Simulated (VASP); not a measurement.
**Co12C: single point with PBE**

The system is Co12C, a slab with vacuum.

```
Co C
1.0
     4.98754    0.00000    0.00000
    -2.49377    4.31933    0.00000
     0.00000    0.00000   23.03307
Co C
12 1
Cartesian
  0.0000 1.4398 8.5000
  -1.2469 3.5994 8.5000
  2.4938 1.4398 8.5000
  1.2469 3.5994 8.5000
  1.2460 0.7204 10.4676
  0.0000 2.8785 10.4676
  3.7415 0.7204 10.4676
  2.4938 2.8796 10.4430
  0.0000 1.4398 12.5947
  -1.2437 3.6013 12.4292
  2.4938 1.4361 12.4292
  1.2437 3.6013 12.4292
  0.0000 1.4398 14.1778
```

| Property | Result |
| --- | --- |
| Program | VASP 6.6.1 |
| Task | single point |
| Functional | PBE |
| Potentials or basis | VASP PAW PBE potentials, release 64 (Co, C) |
| Cutoff | 520 eV |
| k mesh | 6 × 6 × 1 |
| Occupations | gaussian, width 0.1 eV |
| Spin | collinear spin, ferromagnetic start |
| Starting moments | [2.0, 2.0, 2.0, 2.0, 1.97, 1.97, 1.97, 1.97, 2.0, 2.0, 2.0, 2.0, 2.0] μB |
| Dipole correction | yes |
| Further INCAR settings | ALGO = Normal; EDIFF = 1e-07; NBANDS = 72 |

The largest force is 0.611 eV/Å, the net moment is 18.79 μB per cell and the site moments are Co +1.72, +1.71, +1.68, +1.70, +0.32, +1.75 (each value once); C -0.13 μB. The valence electrons inside the program's atomic spheres are Co 8.13, 8.14, 8.29, 8.31, 8.75, 8.12 (each value once); C 2.21.

Forces in eV/Å, atoms in the order of the input:
```
Co   0.000  0.000 -0.055
Co   0.018  0.011  0.057
Co   0.000 -0.021  0.057
Co  -0.018  0.011  0.057
Co  -0.007  0.004  0.001
Co   0.000 -0.008  0.001
Co   0.007  0.004  0.001
Co   0.000  0.000  0.014
Co   0.000  0.000 -0.611
Co   0.004  0.002 -0.019
Co   0.000 -0.004 -0.019
Co  -0.004  0.002 -0.019
C    0.000  0.000  0.535
```

Levels at points of the mesh, in eV from the Fermi level:
Spin up:
```tsv
k point	band 61	band 62	band 63	band 64	band 65	band 66	band 67	band 68	band 69	band 70
(0.00, 0.00, 0.00)	-0.52	-0.51	-0.35	-0.35	0.34	0.34	0.59	1.03	1.33	1.33
(0.50, 0.00, 0.00)	-0.99	-0.85	-0.77	-0.65	-0.62	0.73	0.89	0.98	1.29	1.62
```
Spin down:
| k point | band 45 | band 46 | band 47 | band 48 | band 49 | band 50 |
| --- | --- | --- | --- | --- | --- | --- |
| (0.00, 0.00, 0.00) | 0.15 | 0.15 | 0.46 | 0.46 | 0.59 | 0.59 |
| (0.50, 0.00, 0.00) | -0.22 | -0.21 | 0.03 | 0.03 | 0.14 | 0.21 |

It took 73 min on 1 thread of Oxide Virtual Turin-like Processor, on a shared host, peak memory 0.97 GiB.
